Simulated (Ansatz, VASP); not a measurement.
One calculation of Ti, two programs

```
Ti
1.0
    -1.64100    1.64100    1.57536
     1.64100   -1.64100    1.57536
     1.64100    1.64100   -1.57536
Ti
1
Direct
  0.00000 0.00000 0.00000
```

Change from the starting cell: strain +0.000 along x and y, -0.040 along z, atoms carried along.

Alike in both runs: task single point; functional r2SCAN; k mesh 20 × 20 × 20; occupations gaussian, width 0.15 eV; no spin polarisation.

|  | VASP | Ansatz |
| --- | --- | --- |
| version | VASP 6.6.1 | Ansatz 0.2.0 |
| potentials or method | VASP PAW PBE potentials, release 64 (Ti_sv), cutoff 520 eV | scalar-relativistic, plane waves, PAW |
| valence electrons in the cell | 12 | 12 |

|  | VASP | Ansatz | Ansatz less VASP |
| --- | --- | --- | --- |
| gap on the k mesh at the Fermi level (eV) | none | none | - |
| pressure (GPa) | 2.1 | 1.7 | -0.45 |
| traceless stress, the component that is largest in VASP (GPa) | -1.19 | -1.18 | +0.009 |

VASP's potentials were made for PBE, not for r2SCAN. A gap of «none» marks a metal or a gap that the smearing closes.
